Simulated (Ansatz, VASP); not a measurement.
# One calculation of InP, two programs

The input INCAR:

```
AGGAC    = 1.0          
AGGAX    = 1.0          
ALDAC    = 0.0          
ALDAX    = 1.0          
ALGO     = Normal         # electronic algorithm
EDIFF    = 1E-7           # SCF threshold, eV
ENCUT    = 520            # plane-wave cutoff, eV
GGA      = B5             # functional
ISIF     = 2              # what is computed and relaxed
ISMEAR   = 0              # smearing method
IVDW     = 12             # dispersion correction
LASPH    = T              # aspherical terms in the spheres
LCHARG   = T              # write CHGCAR
LELF     = T              # ELF
LREAL    = F              # projectors in reciprocal space
LVHAR    = T            
LWAVE    = F              # write WAVECAR
NBANDS   = 16             # bands
NELM     = 60             # most SCF steps
PREC     = Accurate       # precision mode
SIGMA    = 0.05           # smearing width, eV
VDW_A1   = 0.4298       
VDW_A2   = 4.2359       
VDW_S6   = 1.0          
VDW_S8   = 2.6996
```

KPOINTS

```
k-points
0
Gamma
  8 8 8
```

Contents of POSCAR:

```
InP
1.0
    0.0000000000      2.9305005221      2.9305005221
    2.9305005221      0.0000000000      2.9305005221
    2.9305005221      2.9305005221      0.0000000000
In P
1 1
Direct
    0.0000000000      0.0000000000      0.0000000000
    0.7500000000      0.7500000000      0.7500000000
```

Input for Ansatz:

```yaml
crystal:
  lattice:
    - [0.0, 2.9305005221, 2.9305005221]
    - [2.9305005221, 0.0, 2.9305005221]
    - [2.9305005221, 2.9305005221, 0.0]
  atoms:
    - { symbol: In, position: [0.0, 0.0, 0.0] }
    - { symbol: P, position: [0.75, 0.75, 0.75] }
basis:
  ecutwfc: 420
  ecutrho_ratio: 4
kpoints:
  mp_grid: { grid: [8, 8, 8] }
hamiltonian:
  xc: blyp
  dispersion: d3bj
scf:
  occupations: { method: gaussian, width: 0.05 }
output:
  forces: true
  stress: true
  eigenvalues: true
```

Alike in both runs: task single point; functional BLYP; dispersion D3(BJ); k mesh 8 × 8 × 8; occupations gaussian, width 0.05 eV; no spin polarisation.

|  | VASP | Ansatz |
| --- | --- | --- |
| version | VASP 6.6.1 | Ansatz 0.2.0 |
| potentials or method | VASP PAW PBE potentials, release 64 (In_d, P), cutoff 520 eV | scalar-relativistic, plane waves, PAW |
| valence electrons in the cell | 18 | 18 |

Ansatz gave:

```
gap on the k mesh at the Fermi level (eV) : 0.60
least direct gap on the mesh (eV)         : 0.60
pressure (GPa)                            : 1.6
```

Question: What did VASP give for the same quantities?

Answer: gap on the k mesh at the Fermi level (eV): 0.63; least direct gap on the mesh (eV): 0.63; pressure (GPa): 1.6.

VASP's potentials were made for PBE, not for BLYP.
